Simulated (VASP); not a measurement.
# H (I4/mmm) in VASP: notebook, part 2 of 2

VASP 6.6.1. The steps go on from the part before.

## 5. Single point, PBE-based screened hybrid with 15 % exact exchange

Input file POSCAR:

```
H
1.0
   -1.6915344700      1.6915344700      2.0584739900
    1.6915344700     -1.6915344700      2.0584739900
    1.6915344700      1.6915344700     -2.0584739900
H
2
Direct
    0.0901377100      0.0901377100      0.0000000000
    0.9098622900      0.9098622900      0.0000000000
```

Input file INCAR.step1:

```
  PREC = Accurate
  ENCUT = 520
  EDIFF = 1E-5
  ISMEAR = -1
  SIGMA = 0.05
  LREAL = False
  LASPH = True
  NELM = 60
  ALGO = Normal
  ISIF = 2
  LWAVE = True
  LCHARG = False
  NBANDS = 8
  GGA = PE
```

Input file INCAR.step2:

```
  PREC = Accurate
  ENCUT = 520
  EDIFF = 1E-6
  ISMEAR = -1
  SIGMA = 0.05
  LREAL = False
  LASPH = True
  NELM = 60
  ALGO = Normal
  ISIF = 2
  LWAVE = False
  LCHARG = False
  GGA = PE
  LHFCALC = True
  AEXX = 0.15
  HFSCREEN = 0.2
  PRECFOCK = Normal
  NBANDS = 8
  ISTART = 1
```

Input file KPOINTS:

```
Automatic mesh
0
Gamma
  6 6 6
```

Potentials or basis: VASP PAW PBE potentials, release 64 (H).

The run is started by

```sh
cat potpaw_PBE.64/H/POTCAR > POTCAR
cp INCAR.step1 INCAR
mpirun -np 1 vasp_std > vasp.out
cp INCAR.step2 INCAR
mpirun -np 1 vasp_std > vasp.out
```

OUTCAR:

```text
PREC = Accurate
   ENCUT = 520
   EDIFF = 1E-6
   ISMEAR = -1
   LREAL = False
   LASPH = True
   NELM = 60
   ISIF = 2
   GGA = PE
   LHFCALC = True
   AEXX = 0.15
   HFSCREEN = 0.2
   PRECFOCK = Normal
   ISTART = 1

 ion  position               nearest neighbor table
   1  0.090  0.090  0.000-   2 0.74
   2  0.910  0.910  0.000-   1 0.74

  LATTYP: Found a body centered tetragonal cell.
 ALAT       =     3.3830689400
 C/A-ratio  =     1.2169270130

[... 449 lines left out ...]
      1     -10.0608      2.00000
      2       2.1439      0.00000
      3       9.2091      0.00000
      4      10.8083      0.00000
      5      13.4765      0.00000
      6      15.2758      0.00000
      7      16.8582      0.00000
      8      19.9453      0.00000

 [... further k-points ...]
[... 5 lines left out ...]
  --------------------------------------------------------------------------------------
  -------------------------------------------------------------------------------------
  Total        0.0262550      0.0262550      0.1382440      0.0000000      0.0000000      0.0000000
  in kB        1.7854816      1.7854816      9.4013424      0.0000000      0.0000000      0.0000000
  external PRESSURE =       4.3241018 kB  Pullay stress =       0.0000000 kB

 VOLUME and BASIS-vectors are now :
 -----------------------------------------------------------------------------
  energy-cutoff  :      520.00
  volume of cell :       23.56
      direct lattice vectors                 reciprocal lattice vectors
    -1.691534470  1.691534470  2.058473990     0.000000000  0.295589602  0.242898381
     1.691534470 -1.691534470  2.058473990     0.295589602  0.000000000  0.242898381
     1.691534470  1.691534470 -2.058473990     0.295589602  0.295589602  0.000000000

 POSITION                                       TOTAL-FORCE (eV/Angst)
 -----------------------------------------------------------------------------------
      0.00000      0.00000      0.37109         0.000000      0.000000      0.152334
      0.00000      0.00000      3.74586        -0.000000     -0.000000     -0.152334
 -----------------------------------------------------------------------------------
    total drift:                               -0.000000      0.000000     -0.000000

  FREE ENERGIE OF THE ION-ELECTRON SYSTEM (eV)
  ---------------------------------------------------
  free  energy   TOTEN  =        -7.4136497549 eV

  energy  without entropy=       -7.4136497549  energy(sigma->0) =       -7.41364975
```

OSZICAR.step1:

```text
N       E                     dE             d eps       ncg     rms          rms(c)
DAV:   1    -0.706583382804E+01   -0.70658E+01   -0.44163E+02   496   0.154E+02
DAV:   2    -0.735403138277E+01   -0.28820E+00   -0.28820E+00   680   0.949E+00
DAV:   3    -0.735433245030E+01   -0.30107E-03   -0.30107E-03   552   0.279E-01
DAV:   4    -0.735433279076E+01   -0.34047E-06   -0.34047E-06   728   0.996E-03
DAV:   5    -0.735433279101E+01   -0.24563E-09   -0.24597E-09   560   0.158E-04    0.447E+00
DAV:   6    -0.696233500537E+01    0.39200E+00   -0.20790E-01   496   0.135E+00    0.244E+00
DAV:   7    -0.677774039109E+01    0.18459E+00   -0.45750E-01   528   0.212E+00    0.279E-01
DAV:   8    -0.678216580176E+01   -0.44254E-02   -0.87171E-03   496   0.349E-01    0.177E-01
DAV:   9    -0.678118466224E+01    0.98114E-03   -0.24380E-03   576   0.170E-01    0.129E-02
DAV:  10    -0.678119556864E+01   -0.10906E-04   -0.36744E-05   608   0.368E-02    0.359E-03
DAV:  11    -0.678120119340E+01   -0.56248E-05   -0.42290E-06   512   0.129E-02
   1 F= -.67812012E+01 E0= -.67812012E+01  d E =-.168736E-10
```

It took 2.4 min on 1 thread of Intel Xeon 8259CL, shared host; peak memory 0.23 GiB.

Results:

| Property | Result |
| --- | --- |
| Free energy | -7.4136 eV |
| Pressure | 0.4 GPa |
| Largest force | 0.152 eV/Å |
| Band gap on the k mesh | 9.88 eV (least direct gap 10.72 eV) |

Forces on the atoms (eV/Å):
```
H    0.000  0.000  0.152
H    0.000  0.000 -0.152
```

Levels at points of the mesh, in eV from the valence-band top:
| k point | band 1 | band 2 | band 3 | band 4 |
| --- | --- | --- | --- | --- |
| (0.00, 0.00, 0.00) | -2.46 | 14.60 | 18.43 | 24.73 |
| (0.50, 0.00, 0.00) | -0.84 | 9.88 | 17.96 | 20.03 |
| (0.50, 0.50, 0.00) | -0.62 | 11.63 | 15.26 | 17.20 |
| (0.50, 0.50, 0.50) | 0.00 | 11.19 | 16.50 | 17.18 |

Caveat: this functional lacks dispersion, which holds the molecules together, so the pressure and a relaxed volume are unreliable; the PAW data sets were made with another functional, which shifts forces and pressure a little.

## 6. Single point, PBE-based screened hybrid with 20 % exact exchange

POSCAR is that of step 5.

Input file INCAR.step1:

```
SYSTEM = H
PREC = Accurate
ENCUT = 520
EDIFF = 1E-5
ISMEAR = -1
SIGMA = 0.05
LREAL = .FALSE.
LASPH = .TRUE.
NELM = 100
ALGO = Normal
ISIF = 2
LWAVE = .TRUE.
LCHARG = .FALSE.
NBANDS = 8
GGA = PE
```

Input file INCAR.step2:

```
SYSTEM = H
PREC = Accurate
ENCUT = 520
EDIFF = 1E-6
ISMEAR = -1
SIGMA = 0.05
LREAL = .FALSE.
LASPH = .TRUE.
NELM = 100
ALGO = Normal
ISIF = 2
LWAVE = .FALSE.
LCHARG = .FALSE.
GGA = PE
LHFCALC = .TRUE.
AEXX = 0.2
HFSCREEN = 0.2
PRECFOCK = Normal
NBANDS = 8
ISTART = 1
```

Input file KPOINTS:

```
Automatic mesh
0
G
  6 6 6
  0 0 0
```

Potentials or basis: VASP PAW PBE potentials, release 64 (H).

The run is started by

```sh
cat potpaw_PBE.64/H/POTCAR > POTCAR
cp INCAR.step1 INCAR
mpirun -np 1 vasp_std > vasp.out
cp INCAR.step2 INCAR
mpirun -np 1 vasp_std > vasp.out
```

Run time: 2.9 min. Hardware: 1 thread of Intel Xeon 8259CL, shared host; peak memory 0.23 GiB.

The run converged. Its results:

| Item | Value |
| --- | --- |
| Free energy | -7.6250 eV |
| Pressure | 0.4 GPa |
| Largest force | 0.117 eV/Å |
| Band gap on the k mesh | 10.19 eV (least direct gap 11.05 eV) |

Forces in eV/Å, atoms in the order of the input:
```
H    0.000  0.000  0.117
H    0.000  0.000 -0.117
```

Stress tensor (GPa, compression positive):
```
0.17 0.00 0.00
0.00 0.17 0.00
0.00 0.00 0.75
```

Levels at points of the mesh, in eV from the valence-band top:
```
           k point  band 1  band 2  band 3  band 4  band 5
(0.00, 0.00, 0.00)   -2.49   14.93   18.88   25.13   25.13
(0.50, 0.00, 0.00)   -0.85   10.19   18.29   20.44   21.82
(0.50, 0.50, 0.00)   -0.63   11.94   15.66   17.52   20.41
(0.50, 0.50, 0.50)    0.00   11.54   16.81   17.53   17.53
```

Caveat: this functional lacks dispersion, which holds the molecules together, so the pressure and a relaxed volume are unreliable; the PAW data sets were made with another functional, which shifts forces and pressure a little.

## 7. Summary

| task | level | potentials or basis | cell | k mesh | cutoff (eV) | grid for exact exchange (PRECFOCK) | share of exact exchange | screening parameter | gap on the mesh (eV) | pressure (GPa) | largest force (eV/Å) |
| --- | --- | --- | --- | --- | --- | --- | --- | --- | --- | --- | --- |
| relaxation of cell and atoms | PBE | VASP PAW PBE potentials, release 64 (H_h) | relaxed | 11 × 11 × 11 | 910 | - | - | - | 9.13 | 0.0 | 0.01 |
| single point | PBE-based screened hybrid with 5 % exact exchange | VASP PAW PBE potentials, release 64 (H) | as given | 6 × 6 × 6 | 520 | Normal | 0.05 | 0.2 1/Å | 9.25 | 0.6 | 0.23 |
| single point | PBE-based screened hybrid with 10 % exact exchange | VASP PAW PBE potentials, release 64 (H) | as given | 6 × 6 × 6 | 520 | Normal | 0.1 | 0.2 1/Å | 9.56 | 0.5 | 0.19 |
| single point | PBE-based screened hybrid with 15 % exact exchange | VASP PAW PBE potentials, release 64 (H) | as given | 6 × 6 × 6 | 520 | Normal | 0.15 | 0.2 1/Å | 9.88 | 0.4 | 0.15 |
| single point | PBE-based screened hybrid with 20 % exact exchange | VASP PAW PBE potentials, release 64 (H) | as given | 6 × 6 × 6 | 520 | Normal | 0.2 | 0.2 1/Å | 10.19 | 0.4 | 0.12 |

Alike in all rows: no spin polarisation; smearing fermi-dirac 0.05 eV.

Caveats: this functional lacks dispersion, which holds the molecules together, so the pressure and a relaxed volume are unreliable; the PAW data sets were made with another functional, which shifts forces and pressure a little (at least some runs); an odd mesh through Γ misses points on the zone boundary, where band edges can lie (at least some runs).

Absolute energies hang on the potentials; compare differences alone.
